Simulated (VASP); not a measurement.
A run of VASP 6.6.1 is set up as follows.

The input INCAR:

```
SYSTEM = HgTe
PREC     = Accurate       ! precision mode
ENCUT    = 500            ! plane-wave cutoff, eV
EDIFF    = 1E-6           ! SCF threshold, eV
ISMEAR   = 0              ! smearing method
SIGMA    = 0.1            ! smearing width, eV
LREAL    = .FALSE.        ! projectors in reciprocal space
LASPH    = .TRUE.         ! aspherical terms in the spheres
NELM     = 120            ! most SCF steps
ALGO     = Normal         ! electronic algorithm
ISIF     = 2              ! what is computed and relaxed
LWAVE    = .FALSE.        ! write WAVECAR
LCHARG   = .FALSE.        ! write CHGCAR
GGA      = PE             ! functional
NBANDS   = 16             ! bands
GGA_COMPAT= .FALSE.
```

The input KPOINTS:

```
regular mesh
0
G
  6 6 6
  0 0 0
```

POSCAR

```
HgTe
1.0
    0.0000000000      3.1800000000      3.1800000000
    3.1800000000      0.0000000000      3.1800000000
    3.1800000000      3.1800000000      0.0000000000
Hg Te
1 1
Direct
    0.0000000000      0.0000000000      0.0000000000
    0.5000000000      0.5000000000      0.5000000000
```

Potentials or basis: VASP PAW PBE potentials, release 64 (Hg, Te).

Command:

```console
$ cat potpaw_PBE.64/Hg/POTCAR potpaw_PBE.64/Te/POTCAR > POTCAR
$ mpirun -np 1 vasp_std > vasp.out
```

Task: What does it give for the pressure?

Result: -3.7 GPa.

Task: What does it give for the band gap on the k mesh?

Result: Zero (band 9 reaches 3.23 eV, above the bottom of band 10 at 1.27 eV).

Caveat: spin-orbit coupling is left out, which moves the levels of the heavy elements.
